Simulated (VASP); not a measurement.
Here is a VASP 6.6.1 calculation.

INCAR

```
SYSTEM = Ga
ALGO     = Normal         ! electronic algorithm
EDIFF    = 1E-6           ! SCF threshold, eV
EDIFFG   = -0.01          ! ionic threshold
ENCUT    = 600            ! plane-wave cutoff, eV
GGA      = RP             ! functional
IBRION   = 2              ! ionic algorithm
ISIF     = 3              ! what is computed and relaxed
ISMEAR   = -1             ! smearing method
LASPH    = .TRUE.         ! aspherical terms in the spheres
LCHARG   = .FALSE.        ! write CHGCAR
LREAL    = .FALSE.        ! projectors in reciprocal space
LWAVE    = .FALSE.        ! write WAVECAR
NELM     = 100            ! most SCF steps
NSW      = 80             ! ionic steps
PREC     = Accurate       ! precision mode
SIGMA    = 0.1            ! smearing width, eV
```

KPOINTS

```
k-points
0
G
  12 12 7
  0 0 0
```

Contents of POSCAR:

```
Ga
1.0
    3.0261186087      0.0000000000      0.0000000000
   -1.5130593044      2.6206955900      0.0000000000
    0.0000000000      0.0000000000      4.9416516880
Ga
2
Direct
    0.3333333333      0.6666666667      0.2500000000
    0.6666666667      0.3333333333      0.7500000000
```

Potentials or basis: VASP PAW PBE potentials, release 64 (Ga_d).

Command:

```sh
$ cat potpaw_PBE.64/Ga_d/POTCAR > POTCAR
$ mpirun -np 1 vasp_std > vasp.out
```

(1) Predict the band gap on the k mesh.

(2) What does it give for the relaxed cell?

Results:

(1) zero (bands 13 and 14 overlap by 5.90 eV).

(2) a = 3.076 Å, b = 3.076 Å, c = 4.849 Å, α = 90.00°, β = 90.00°, γ = 120.00°.
